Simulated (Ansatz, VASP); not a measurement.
**Mg4Se: VASP beside Ansatz**

```xyz
10
Lattice="0.0000 5.1176 5.1176 5.1176 0.0000 5.1176 5.1176 5.1176 0.0000" Properties=species:S:1:pos:R:3 pbc="T T T"
Mg    4.0434    4.0434    4.0434
Mg    6.1919    6.1919    4.0434
Mg    6.1919    4.0434    6.1919
Mg    6.6022    6.6022    8.7507
Mg    8.7507    8.7507    8.7507
Mg    4.0434    6.1919    6.1919
Mg    6.6022    8.7507    6.6022
Mg    8.7507    6.6022    6.6022
Se    0.0000    0.0000    0.0000
Se    2.5588    2.5588    2.5588
```

Change from the starting cell: species swapped into the Ba4Rh type (Fd-3m, No. 227).

Alike in both runs: functional PBE; k mesh 3 × 3 × 3; occupations gaussian, width 0.2 eV; no spin polarisation.

Ansatz relaxed the structure, and its values are those at the end. VASP's run is a single point on that final structure, the one shown.

|  | VASP | Ansatz |
| --- | --- | --- |
| version | VASP 6.6.1 | Ansatz 0.2.0 |
| potentials or method | VASP PAW PBE potentials, release 64 (Mg, Se), cutoff 600 eV | scalar-relativistic, plane waves, PAW |
| valence electrons in the cell | 28 | 112 |

|  | VASP | Ansatz | Ansatz less VASP |
| --- | --- | --- | --- |
| gap on the k mesh at the Fermi level (eV) | none | none | - |
| pressure (GPa) | -0.1 | 0.0 | +0.06 |
| rms of the force components (eV/Å) | 0.017 | 0.014 | -0.0031 |

A gap of «none» marks a metal or a gap that the smearing closes. With one functional, cell and mesh, what is left measures potentials, basis and numerics. VASP's potentials hold 28 valence electrons a cell and Ansatz's 112, so a difference there can come from the potentials and not from the codes.
